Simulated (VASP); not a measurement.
Runs of VASP 6.6.1 on Na. The structure is that of space group Fm-3m (No. 225), or close to it. The cells are those of the table. This isn't the form of Na at room conditions, which is bcc.

```csv
task,cell,gap on the mesh (eV),pressure (GPa)
single point,"a = 2.964 Å, angles 60.0°, 1 atom",none,18.8
relaxation of cell and atoms,"relaxed to 19 GPa from a = 2.968 Å, angles 60.0°, 1 atom",none,19.0
relaxation of cell and atoms,"relaxed to 19 GPa from a = 2.964 Å, angles 60.0°, 1 atom",none,19.0
single point,"a = 2.963 Å, angles 60.0°, 1 atom",none,(a)
```

Alike in all rows: level PBEsol; potentials or basis VASP PAW PBE potentials, release 64 (Na_pv); no spin polarisation; k mesh 16 × 16 × 16; cutoff (eV) 500; smearing fermi-dirac 0.1 eV.

Q: Estimate the missing entries.

A: (a) 18.9.

Caveats: the PAW data sets were made with another functional, which shifts forces and pressure a little; the cell stands under pressure (at least some runs); the cell is relaxed towards a set pressure, so the run minimises the enthalpy, not the energy (at least some runs); the relaxation stopped at its first step, so nothing moved (at least some runs).

A gap of «none» marks levels without a gap at the run's occupations.
